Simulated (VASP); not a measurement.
# BeTe (fa.b) (F-43m) in VASP: notebook, part 2 of 2

VASP 6.6.1. The steps go on from the part before.

### Step 3. Single point, PBEsol

This run uses another cell than the first one, of 22.01 Å³/atom, 0.992 times its volume.

Contents of INCAR:

```
SYSTEM = BeTe
  PREC = Accurate
  ENCUT = 600
  EDIFF = 1E-6
  ISMEAR = 0
  SIGMA = 0.02
  LREAL = .FALSE.
  LASPH = .TRUE.
  NELM = 120
  ALGO = Normal
  ISIF = 2
  LWAVE = .FALSE.
  LCHARG = .FALSE.
  GGA = PS
  NBANDS = 11
  GGA_COMPAT = .FALSE.
```

Contents of KPOINTS:

```
Automatic mesh
0
G
  8 8 8
  0 0 0
```

Contents of POSCAR:

```
BeTe
1.0
    0.0000000000      2.8024895328      2.8024895328
    2.8024895328      0.0000000000      2.8024895328
    2.8024895328      2.8024895328      0.0000000000
Be Te
1 1
Direct
    0.0000000000      0.0000000000      0.0000000000
    0.2500000000      0.2500000000      0.2500000000
```

Potentials or basis: VASP PAW PBE potentials, release 64 (Be, Te).

The run is started by

```console
> cat potpaw_PBE.64/Be/POTCAR potpaw_PBE.64/Te/POTCAR > POTCAR
> mpirun -np 1 vasp_std > vasp.out
```

OUTCAR:

```text
SYSTEM = BeTe
   PREC = Accurate
   ENCUT = 600
   EDIFF = 1E-6
   ISMEAR = 0
   LREAL = .FALSE.
   LASPH = .TRUE.
   NELM = 120
   ISIF = 2
   GGA = PS

 ion  position               nearest neighbor table
   1  0.000  0.000  0.000-   2 2.43   2 2.43   2 2.43   2 2.43
   2  0.250  0.250  0.250-   1 2.43   1 2.43   1 2.43   1 2.43

  LATTYP: Found a face centered cubic cell.
 ALAT       =     5.6049790656

  Lattice vectors:

 A1 = (   0.0000000000,   2.8024895328,   2.8024895328)
[... 521 lines left out ...]

------------------------ aborting loop because EDIFF is reached ----------------------------------------

  FORCE on cell =-STRESS in cart. coord.  units (eV):
  Direction    XX          YY          ZZ          XY          YZ          ZX
  --------------------------------------------------------------------------------------
  -------------------------------------------------------------------------------------
  Total        0.0691862      0.0691862      0.0691862     -0.0000000      0.0000000      0.0000000
  in kB        2.5180722      2.5180722      2.5180722     -0.0000000      0.0000000      0.0000000
  external PRESSURE =       2.5180722 kB  Pullay stress =       0.0000000 kB

 VOLUME and BASIS-vectors are now :
 -----------------------------------------------------------------------------
  energy-cutoff  :      600.00
  volume of cell :       44.02
      direct lattice vectors                 reciprocal lattice vectors
     0.000000000  2.802489533  2.802489533    -0.178412798  0.178412798  0.178412798
     2.802489533  0.000000000  2.802489533     0.178412798 -0.178412798  0.178412798
     2.802489533  2.802489533  0.000000000     0.178412798  0.178412798 -0.178412798

 POSITION                                       TOTAL-FORCE (eV/Angst)
 -----------------------------------------------------------------------------------
      0.00000      0.00000      0.00000        -0.000000      0.000000     -0.000000
      1.40124      1.40124      1.40124         0.000000     -0.000000      0.000000
 -----------------------------------------------------------------------------------
    total drift:                                0.000000      0.000000      0.000000

  FREE ENERGIE OF THE ION-ELECTRON SYSTEM (eV)
  ---------------------------------------------------
  free  energy   TOTEN  =        -8.2158566410 eV

  energy  without entropy=       -8.2158566410  energy(sigma->0) =       -8.21585664
```

OSZICAR:

```text
N       E                     dE             d eps       ncg     rms          rms(c)
DAV:   1     0.206105194264E+02    0.20611E+02   -0.36210E+03   638   0.660E+02
DAV:   2    -0.717510012908E+01   -0.27786E+02   -0.26808E+02   860   0.101E+02
DAV:   3    -0.835030009249E+01   -0.11752E+01   -0.11725E+01   836   0.209E+01
DAV:   4    -0.836111751264E+01   -0.10817E-01   -0.10816E-01   778   0.229E+00
DAV:   5    -0.836130050530E+01   -0.18299E-03   -0.18299E-03   801   0.287E-01    0.404E+00
DAV:   6    -0.825382171885E+01    0.10748E+00   -0.10140E-01   743   0.126E+00    0.242E+00
DAV:   7    -0.821568246645E+01    0.38139E-01   -0.10107E-01   746   0.135E+00    0.414E-01
DAV:   8    -0.821572842669E+01   -0.45960E-04   -0.51715E-03   719   0.413E-01    0.900E-02
DAV:   9    -0.821583976315E+01   -0.11134E-03   -0.18322E-04   782   0.843E-02    0.276E-02
DAV:  10    -0.821585632154E+01   -0.16558E-04   -0.32666E-05   703   0.278E-02    0.125E-02
DAV:  11    -0.821585664100E+01   -0.31946E-06   -0.95272E-07   788   0.615E-03
   1 F= -.82158566E+01 E0= -.82158566E+01  d E =-.164425E-24
```

stdout:

```text
POSCAR found type information on POSCAR BeTe
 POSCAR found :  2 types and       2 ions
 scaLAPACK will be used
 -----------------------------------------------------------------------------
|                                                                             |
|                                                                             |
|     You enforced a specific xc type in the INCAR file but a different       |
|     I HOPE YOU KNOW WHAT YOU ARE DOING!                                     |
|                                                                             |
 -----------------------------------------------------------------------------

 LDA part: xc-table for (Slater+PW92), standard interpolation
 POSCAR, INCAR and KPOINTS ok, starting setup
 FFT: planning ... GRIDC
 FFT: planning ... GRID_SOFT
 FFT: planning ... GRID
 WAVECAR not read
 entering main loop
```

Run time: 5.8 s. Hardware: 1 thread of Intel Xeon 6975P-C (Granite Rapids), shared host; peak memory 0.18 GiB.

Results:

- Free energy: -8.2159 eV
- Pressure: 0.3 GPa
- Band gap on the k mesh: 1.82 eV, indirect (least direct gap 3.59 eV)

Levels at points of the mesh, in eV from the valence-band top:
| k point | band 1 | band 2 | band 3 | band 4 | band 5 | band 6 | band 7 | band 8 | band 9 |
| --- | --- | --- | --- | --- | --- | --- | --- | --- | --- |
| (0.00, 0.00, 0.00) | -12.43 | 0.00 | 0.00 | 0.00 | 3.59 | 3.59 | 3.59 | 3.84 | 8.21 |
| (0.50, 0.00, 0.00) | -11.04 | -5.67 | -1.16 | -1.16 | 3.07 | 4.55 | 4.55 | 7.66 | 10.90 |
| (0.50, 0.50, 0.00) | -10.54 | -5.21 | -2.71 | -2.71 | 1.82 | 2.59 | 9.80 | 9.80 | 11.59 |

Caveat: the PAW data sets were made with another functional, which shifts forces and pressure a little; spin-orbit coupling is left out, which moves the levels of the heavy elements.

### Step 4. Single point, PBEsol

This run uses another cell than the first one, of 22.01 Å³/atom, 0.992 times its volume.

Contents of INCAR:

```
PREC = Accurate ; ENCUT = 600
EDIFF = 1E-6 ; ISMEAR = 0
SIGMA = 0.02 ; LREAL = F
LASPH = T ; NELM = 120
ALGO = Normal ; ISIF = 2
LWAVE = F ; LCHARG = F
GGA = PS ; NBANDS = 11
GGA_COMPAT = F
```

Contents of KPOINTS:

```
Automatic mesh
0
Gamma
  8 8 8
```

POSCAR is that of step 3.

The run is started by

```console
> cat potpaw_PBE.64/Be/POTCAR potpaw_PBE.64/Te/POTCAR > POTCAR
> mpirun -np 1 vasp_std > vasp.out
```

It took 6 s on 1 thread of Intel Xeon 6975P-C (Granite Rapids), shared host; peak memory 0.18 GiB.

It converged, with:

```yaml
Free_energy: -8.2159 eV
Pressure: 0.3 GPa
Band_gap_on_the_k_mesh: 1.82 eV, indirect (least direct gap 3.59 eV)
```

Levels at points of the mesh, in eV from the valence-band top:
```csv
k point,band 2,band 3,band 4,band 5,band 6,band 7
"(0.00, 0.00, 0.00)",0.00,0.00,0.00,3.59,3.59,3.59
"(0.50, 0.00, 0.00)",-5.67,-1.16,-1.16,3.07,4.55,4.55
"(0.50, 0.50, 0.00)",-5.21,-2.71,-2.71,1.82,2.59,9.80
```

Caveat: the PAW data sets were made with another functional, which shifts forces and pressure a little; spin-orbit coupling is left out, which moves the levels of the heavy elements. A k mesh can miss the band edges.
